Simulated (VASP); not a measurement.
# CsLiCr2Te2S3: single point with PBE

CsLiCr2Te2S3:

```
Cs Li Cr Te S
1.0
     3.44470    0.00000    0.00000
    -1.72235    2.98320    0.00000
     0.00000    0.00000   16.93186
Cs Li Cr Te S
1 1 2 2 3
Direct
  0.00000 0.00000 0.39361
  0.66667 0.33333 0.00881
  0.00000 0.00000 0.85049
  0.33333 0.66667 0.17162
  0.33333 0.66667 0.56877
  0.66667 0.33333 0.74520
  0.00000 0.00000 0.09429
  0.33333 0.66667 0.92127
  0.66667 0.33333 0.24596
```

```yaml
Program: VASP 6.6.1
Task: single point
Functional: PBE
Potentials_or_basis: VASP PAW PBE potentials, release 64 (Cs_sv, Li_sv, Cr_pv, Te, S)
Cutoff: 750 eV
k_mesh: 6 × 6 × 1
Occupations: fermi-dirac, width 0.05 eV
Spin: collinear spin, ferromagnetic start
Starting_moments: "[0.0, 0.0, 3.0, 3.0, 0.0, 0.0, 0.0, 0.0, 0.0] μB"
Dipole_correction: no
Further_INCAR_settings: ALGO = Normal; EDIFF = 1e-06; NBANDS = 47
```

```yaml
Pressure: 10.1 GPa
Largest_force: 0.033 eV/Å
Net_moment: 5.73 μB per cell
Site_moments: Cs +0.00; Li -0.00; Cr +2.64, +2.84; Te +0.08, -0.12; S -0.03, -0.06, -0.04 μB
Valence_electrons_inside_the_program's_atomic_spheres: Cs 6.66; Li 2.07; Cr 10.80, 10.73; Te 3.30, 3.42; S 3.81, 3.79, 3.80
```

Forces in eV/Å, atoms in the order of the input:
```
Cs   0.000  0.000  0.004
Li   0.000  0.000  0.006
Cr   0.000  0.000 -0.003
Cr   0.000  0.000  0.003
Te   0.000  0.000  0.033
Te   0.000  0.000 -0.010
S    0.000  0.000 -0.013
S    0.000  0.000  0.013
S    0.000  0.000 -0.032
```

Levels at points of the mesh, in eV from the Fermi level:
Spin up:
```tsv
k point	band 34	band 35	band 36	band 37	band 38	band 39
(0.00, 0.00, 0.00)	0.61	0.61	1.58	1.86	1.86	2.26
(0.50, 0.00, 0.00)	-1.02	-0.76	-0.58	0.30	0.63	1.57
```
Spin down:
```tsv
k point	band 26	band 27	band 28	band 29	band 30	band 31	band 32	band 33	band 34	band 35
(0.00, 0.00, 0.00)	-1.06	-0.45	0.76	0.76	0.81	0.81	1.10	1.10	1.25	1.63
(0.50, 0.00, 0.00)	-2.99	-2.69	-2.45	-1.07	-0.99	0.06	0.42	0.46	0.96	1.72
```

Wall time 6.4 min on 1 thread of Intel(R) Xeon(R) Platinum 8259CL CPU @ 2.50GHz (Skylake/Cascade Lake), with other jobs on the host, peak memory 0.64 GiB.

Caveat: the k points lie up to 0.37 Å⁻¹ apart; spin-orbit coupling is left out, which moves the levels of the heavy elements; the run started ferromagnetic, and an antiferromagnetic order may lie lower in energy. With open d or f shells a metallic result of PBE can be an artefact of self-interaction; +U or a hybrid may open a gap.
